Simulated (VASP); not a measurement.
# NaH (P6_3/mmc) in VASP: a series of runs

The runs below take NaH through single point, with PBE.

Program: VASP 6.6.1. These are calculated values, not measurements. Logs are shortened: lines on timing, memory, paths and dates and some standing lists are left out, and cuts for length are marked.

## 1. The cell of the first run

Symmetry: P6_3/mmc, No. 194, hexagonal system. Conventional cell: a = 3.886 Å, b = 3.886 Å, c = 4.746 Å, α = 90.00°, β = 90.00°, γ = 120.00°. Within 3.0 Å of Na (site symmetry -6m2) lie 5 H at 2.24 to 2.37 Å. H (site symmetry -6m2) has 5 Na at 2.24 to 2.37 Å within 3.0 Å.

## 2. Single point, PBE (15.52 Å³/atom)

Contents of INCAR:

```
  ALGO = Normal
  EDIFF = 1E-6
  ENCUT = 500
  GGA = PE
  GGA_COMPAT = F
  ISIF = 2
  ISMEAR = 0
  LASPH = T
  LCHARG = F
  LREAL = F
  LWAVE = F
  NBANDS = 16
  NELM = 120
  PREC = Accurate
  SIGMA = 0.01
```

Contents of KPOINTS:

```
k-points
0
Gamma
  6 6 4
```

Contents of POSCAR:

```
NaH
1.0
    3.8862638226      0.0000000000      0.0000000000
   -1.9431319113      3.3656031962      0.0000000000
    0.0000000000      0.0000000000      4.7464410395
Na H
2 2
Direct
    0.3333333333      0.6666666667     -0.0624996837
    0.6666666667      0.3333333333      0.4375003163
    0.3333333333      0.6666666667      0.4374996837
    0.6666666667      0.3333333333      0.9374996837
```

Potentials or basis: VASP PAW PBE potentials, release 64 (Na_pv, H).

On the command line:

```sh
> cat potpaw_PBE.64/Na_pv/POTCAR potpaw_PBE.64/H/POTCAR > POTCAR
> mpirun -np 1 vasp_std > vasp.out
```

OUTCAR:

```text
EDIFF = 1E-6
   ENCUT = 500
   GGA = PE
   ISIF = 2
   ISMEAR = 0
   LASPH = T
   LREAL = F
   NELM = 120
   PREC = Accurate

 ion  position               nearest neighbor table
   1  0.333  0.667  0.938-
   2  0.667  0.333  0.438-
   3  0.333  0.667  0.437-
   4  0.667  0.333  0.937-

  LATTYP: Found a hexagonal cell.
 ALAT       =     3.8862638226
 C/A-ratio  =     1.2213378340

  Lattice vectors:

 A1 = (   3.8862638226,   0.0000000000,   0.0000000000)
 A2 = (  -1.9431319113,   3.3656031962,   0.0000000000)
 A3 = (   0.0000000000,   0.0000000000,   4.7464410395)

Analysis of symmetry for initial positions (statically):
=====================================================================
 Subroutine PRICEL returns:
 Original cell was already a primitive cell.

 Routine SETGRP: Setting up the symmetry group for a
 hexagonal supercell.

 Subroutine GETGRP returns: Found 24 space group operations
 (whereof  6 operations were pure point group operations)
 out of a pool of 24 trial point group operations.

The static configuration has the point symmetry C_3v.
 The point group associated with its full space group is D_6h.

Analysis of symmetry for dynamics (positions and initial velocities):
=====================================================================
 Subroutine PRICEL returns:
 Original cell was already a primitive cell.

 Routine SETGRP: Setting up the symmetry group for a
 hexagonal supercell.

 Subroutine GETGRP returns: Found 24 space group operations
 (whereof  6 operations were pure point group operations)
 out of a pool of 24 trial point group operations.

The dynamic configuration has the point symmetry C_3v.
 The point group associated with its full space group is D_6h.

 Subroutine INISYM returns: Found 24 space group operations
 (whereof  6 operations are pure point group operations),
 and found     1 'primitive' translations

----------------------------------------------------------------------------------------

                                     Primitive cell

  volume of cell :      62.0817

  direct lattice vectors                    reciprocal lattice vectors
     3.886263823  0.000000000  0.000000000     0.257316550  0.148561780  0.000000000
    -1.943131911  3.365603196  0.000000000     0.000000000  0.297123559  0.000000000
     0.000000000  0.000000000  4.746441039     0.000000000  0.000000000  0.210684172

  length of vectors
     3.886263823  3.886263823  4.746441039     0.297123559  0.297123559  0.210684172

  position of ions in fractional coordinates (direct lattice)
     0.333333333  0.666666667  0.937500316
     0.666666667  0.333333333  0.437500316
     0.333333333  0.666666667  0.437499684
     0.666666667  0.333333333  0.937499684

  ion indices of the primitive-cell ions
   primitive index   ion index
                 1           1
                 2           2
                 3           3
                 4           4

----------------------------------------------------------------------------------------

 KPOINTS: k-points

Automatic generation of k-mesh.
 Grid dimensions read from file:
 generate k-points for:    6    6    4

 Generating k-lattice:

  Cartesian coordinates                     Fractional coordinates (reciprocal lattice)
     0.042886092  0.024760297  0.000000000     0.166666667  0.000000000  0.000000000
     0.000000000  0.049520593  0.000000000     0.000000000  0.166666667  0.000000000
     0.000000000  0.000000000  0.052671043     0.000000000  0.000000000  0.250000000

  Length of vectors
     0.049520593  0.049520593  0.052671043

  Shift w.r.t. Gamma in fractional coordinates (k-lattice)
     0.000000000  0.000000000  0.000000000

 Subroutine IBZKPT returns following result:
 ===========================================

 Found     21 irreducible k-points:

 Following reciprocal coordinates:
            Coordinates               Weight
  0.000000  0.000000  0.000000      1.000000
  0.166667  0.000000  0.000000      6.000000
  0.333333  0.000000  0.000000      6.000000
  0.500000  0.000000  0.000000      3.000000
  0.166667  0.166667  0.000000      6.000000
  0.333333  0.166667  0.000000     12.000000
[... 13 lines left out ...]
  0.333333  0.166667  0.500000     12.000000
  0.333333  0.333333  0.500000      2.000000
   k-points           NKPTS =     21   k-points in BZ     NKDIM =     21   number of bands    NBANDS=     16
   number of dos      NEDOS =    301   number of ions     NIONS =      4
   total plane-waves  NPLWV =  28224
   dimension x,y,z NGX =    28 NGY =   28 NGZ =   36
   dimension x,y,z NGXF=    56 NGYF=   56 NGZF=   72
   ions per type =               2   2
   NGX,Y,Z   is equivalent  to a cutoff of  11.98, 11.98, 12.61 a.u.
   NGXF,Y,Z  is equivalent  to a cutoff of  23.96, 23.96, 25.22 a.u.
 SYSTEM =  unknown system
   PREC   = accura    normal or accurate (medium, high low for compatibility)
   ISTART =      0    job   : 0-new  1-cont  2-samecut
   ICHARG =      2    charge: 1-file 2-atom 10-const
   ISPIN  =      1    spin polarized calculation?
   LNONCOLLINEAR =      F non collinear calculations
   LSORBIT =      F    spin-orbit coupling
   LASPH  =      T    aspherical Exc in radial PAW
   ENCUT  =  500.0 eV  36.75 Ry    6.06 a.u.   7.09  7.09  8.65*2*pi/ulx,y,z
   NELM   =    120;   NELMIN=  2; NELMDL= -5     # of ELM steps
   EDIFF  = 0.1E-05   stopping-criterion for ELM
   LREAL  =      F    real-space projection
[... 7 lines left out ...]
   TEBEG  =    0.0;   TEEND  =   0.0 temperature during run
   PSTRESS=    0.0 pullay stress
   NELECT =      16.0000    total number of electrons
   NUPDOWN=      -1.0000    fix difference up-down
   EMIN   =  10.00;   EMAX   =-10.00  energy-range for DOS
   EFERMI =   0.00;   METHOD = LEGACY
   ISMEAR =     0;   SIGMA  =   0.01  broadening in eV -4-tet -1-fermi 0-gaus
   EFERMI_NEDOS =   21; number of points for ismear=-14 and -15
   IALGO  =     38    algorithm
   IMIX   =      4    mixing-type and parameters
     AMIX     =   0.40;   BMIX     =  1.00
     AMIX_MAG =   1.60;   BMIX_MAG =  1.00
  volume/ion in A,a.u.               =      15.52       104.74
  Fermi-wavevector in a.u.,A,eV,Ry     =   1.041822  1.968759 14.767683  1.085394
  Thomas-Fermi vector in A             =   2.176460
   LORBIT       =      0    0 simple, 1 ext, 2 COOP (PROOUT), +10 PAW based schemes
   GGA     = PE    functional components
   LHFCALC =     F    Hartree Fock is set to
   AEXX    =    0.0000 exact exchange contribution
   IVDW    =     0    specifies the selected vdW correction
   LEPSILON=     F    determine dielectric tensor
   LRPA    =     F    only Hartree local field effects (RPA)
 non-spin polarized calculation
 Gauss-broadening in eV      SIGMA  =   0.01
  energy-cutoff  :      500.00
  volume of cell :       62.08
 maximum number of plane-waves:      1614
   NGX = 15   NGY = 15   NGZ = 17

 number of electron      15.9999984 magnetization

 Free energy of the ion-electron system (eV)
  ---------------------------------------------------
  ext. energy  EPLUGINS =         0.00000000
  ---------------------------------------------------
  free energy    TOTEN  =       -10.05303383 eV

  energy without entropy =      -10.05303383  energy(sigma->0) =      -10.05303383

 E-fermi :  -1.2029     XC(G=0):  -7.2677

 val. band max:       -1.2714343758   @ k =   0.1667   0.0000   0.0000
 cond. band min:       2.0658511727   @ k =   0.3333   0.3333   0.0000
 fundamental gap:      3.3372855485
 Fermi energy:        -1.2029319158

 k-point     1 :       0.0000    0.0000    0.0000
  band No.  band energies     occupation
      1     -23.4986      2.00000
      2     -23.4525      2.00000
      3     -23.4525      2.00000
      4     -23.4194      2.00000
      5     -23.4194      2.00000
      6     -23.3963      2.00000
[... 8 lines left out ...]
     15       9.8004      0.00000
     16      14.5974      0.00000

 k-point     2 :       0.1667    0.0000    0.0000
  band No.  band energies     occupation
      1     -23.4919      2.00000
      2     -23.4572      2.00000
      3     -23.4558      2.00000
      4     -23.4262      2.00000
      5     -23.4185      2.00000
      6     -23.4017      2.00000
[... 8 lines left out ...]
     15      11.8257      0.00000
     16      12.5329      0.00000

 k-point     3 :       0.3333    0.0000    0.0000
  band No.  band energies     occupation
      1     -23.4751      2.00000
      2     -23.4672      2.00000
      3     -23.4619      2.00000
      4     -23.4392      2.00000
      5     -23.4174      2.00000
      6     -23.4162      2.00000
[... 8 lines left out ...]
     15      11.3152      0.00000
     16      12.4557      0.00000

 k-point     4 :       0.5000    0.0000    0.0000
  band No.  band energies     occupation
      1     -23.4725      2.00000
      2     -23.4648      2.00000
      3     -23.4619      2.00000
      4     -23.4454      2.00000
      5     -23.4282      2.00000
      6     -23.4171      2.00000
[... 8 lines left out ...]
     15      10.9932      0.00000
     16      12.1040      0.00000
[... 267 lines left out ...]
 k-point    19 :       0.1667    0.1667    0.5000
  band No.  band energies     occupation
      1     -23.4825      2.00000
      2     -23.4825      2.00000
      3     -23.4406      2.00000
      4     -23.4406      2.00000
      5     -23.4148      2.00000
      6     -23.4148      2.00000
[... 8 lines left out ...]
     15      11.9983      0.00000
     16      11.9983      0.00000

 k-point    20 :       0.3333    0.1667    0.5000
  band No.  band energies     occupation
      1     -23.4939      2.00000
      2     -23.4939      2.00000
      3     -23.4449      2.00000
      4     -23.4449      2.00000
      5     -23.4084      2.00000
      6     -23.4084      2.00000
[... 8 lines left out ...]
     15      13.2274      0.00000
     16      13.2274      0.00000

 k-point    21 :       0.3333    0.3333    0.5000
  band No.  band energies     occupation
      1     -23.4953      2.00000
      2     -23.4953      2.00000
      3     -23.4496      2.00000
      4     -23.4496      2.00000
      5     -23.4054      2.00000
      6     -23.4054      2.00000
[... 8 lines left out ...]
     15      13.6895      0.00000
     16      13.6895      0.00000

------------------------ aborting loop because EDIFF is reached ----------------------------------------

  FORCE on cell =-STRESS in cart. coord.  units (eV):
  Direction    XX          YY          ZZ          XY          YZ          ZX
  --------------------------------------------------------------------------------------
  -------------------------------------------------------------------------------------
  Total        0.5416357      0.5416357      0.6109974      0.0000000      0.0000000      0.0000000
  in kB       13.9783069     13.9783069     15.7683657      0.0000000      0.0000000      0.0000000
  external PRESSURE =      14.5749932 kB  Pullay stress =       0.0000000 kB

 VOLUME and BASIS-vectors are now :
 -----------------------------------------------------------------------------
  energy-cutoff  :      500.00
  volume of cell :       62.08
      direct lattice vectors                 reciprocal lattice vectors
     3.886263823  0.000000000  0.000000000     0.257316550  0.148561780  0.000000000
    -1.943131911  3.365603196  0.000000000     0.000000000  0.297123559  0.000000000
     0.000000000  0.000000000  4.746441039     0.000000000  0.000000000  0.210684172

 POSITION                                       TOTAL-FORCE (eV/Angst)
 -----------------------------------------------------------------------------------
     -0.00000      2.24374      4.44979         0.000000     -0.000000      0.000000
      1.94313      1.12187      2.07657        -0.000000      0.000000      0.000000
     -0.00000      2.24374      2.07657        -0.000000     -0.000000     -0.000000
      1.94313      1.12187      4.44979         0.000000      0.000000      0.000000
 -----------------------------------------------------------------------------------
    total drift:                               -0.000000      0.000000      0.000237

  FREE ENERGIE OF THE ION-ELECTRON SYSTEM (eV)
  ---------------------------------------------------
  free  energy   TOTEN  =       -10.0530338321 eV

  energy  without entropy=      -10.0530338321  energy(sigma->0) =      -10.05303383
```

It took 12 s on 1 thread of AMD EPYC 7R13 (Zen 3), shared host; peak memory 0.13 GiB.

Results:

- Free energy: -10.0530 eV
- Pressure: 1.5 GPa
- Band gap on the k mesh: 3.34 eV (least direct gap 4.28 eV)

Levels at points of the mesh, in eV from the valence-band top:
```csv
k point,band 6,band 7,band 8,band 9,band 10,band 11
"(0.00, 0.00, 0.00)",-22.12,-3.48,-0.02,5.02,8.21,10.59
"(0.50, 0.00, 0.00)",-22.15,-1.57,-0.64,3.92,7.75,7.86
"(0.00, 0.00, 0.50)",-22.16,-2.10,-2.10,7.16,7.16,11.33
"(0.50, 0.00, 0.50)",-22.14,-0.85,-0.85,4.02,4.02,8.76
```

## 3. Single point, PBE

This run uses another cell than the first one, of 16.34 Å³/atom.

Contents of INCAR:

```
SYSTEM = NaH
PREC = Accurate
ENCUT = 500
EDIFF = 1E-6
ISMEAR = 0
SIGMA = 0.01
LREAL = .False.
LASPH = .True.
NELM = 120
ALGO = Normal
ISIF = 2
LWAVE = .False.
LCHARG = .False.
GGA = PE
NBANDS = 16
GGA_COMPAT = .False.
```

Contents of KPOINTS:

```
Automatic mesh
0
Gamma
  6 6 4
  0 0 0
```

Contents of POSCAR:

```
NaH
1.0
    3.9532815413      0.0000000000      0.0000000000
   -1.9766407706      3.4236422431      0.0000000000
    0.0000000000      0.0000000000      4.8282923150
Na H
2 2
Direct
    0.3333333333      0.6666666667     -0.0624996837
    0.6666666667      0.3333333333      0.4375003163
    0.3333333333      0.6666666667      0.4374996837
    0.6666666667      0.3333333333      0.9374996837
```

Potentials or basis: VASP PAW PBE potentials, release 64 (Na_pv, H).

On the command line:

```sh
> cat potpaw_PBE.64/Na_pv/POTCAR potpaw_PBE.64/H/POTCAR > POTCAR
> mpirun -np 1 vasp_std > vasp.out
```

Run time: 14 s. Hardware: 1 thread of AMD EPYC 7R13 (Zen 3), shared host; peak memory 0.14 GiB.

The run converged. Its results:

| Item | Value |
| --- | --- |
| Free energy | -10.0727 eV |
| Pressure | 0.3 GPa |
| Band gap on the k mesh | 3.33 eV (least direct gap 4.24 eV) |

Stress tensor (GPa, compression positive):
```
0.28 0.00 0.00
0.00 0.28 0.00
0.00 0.00 0.39
```

Levels at points of the mesh, in eV from the valence-band top:
```csv
k point,band 4,band 5,band 6,band 7,band 8,band 9,band 10,band 11,band 12,band 13
"(0.00, 0.00, 0.00)",-22.23,-22.23,-22.21,-3.34,-0.02,4.91,7.97,10.30,10.30,10.65
"(0.50, 0.00, 0.00)",-22.25,-22.24,-22.23,-1.51,-0.61,3.87,7.55,7.61,7.84,7.93
"(0.00, 0.00, 0.50)",-22.25,-22.25,-22.25,-2.02,-2.02,6.94,6.94,11.07,11.07,11.07
"(0.50, 0.00, 0.50)",-22.25,-22.22,-22.22,-0.82,-0.82,3.96,3.96,8.52,8.52,9.20
```

A k mesh can miss the band edges.
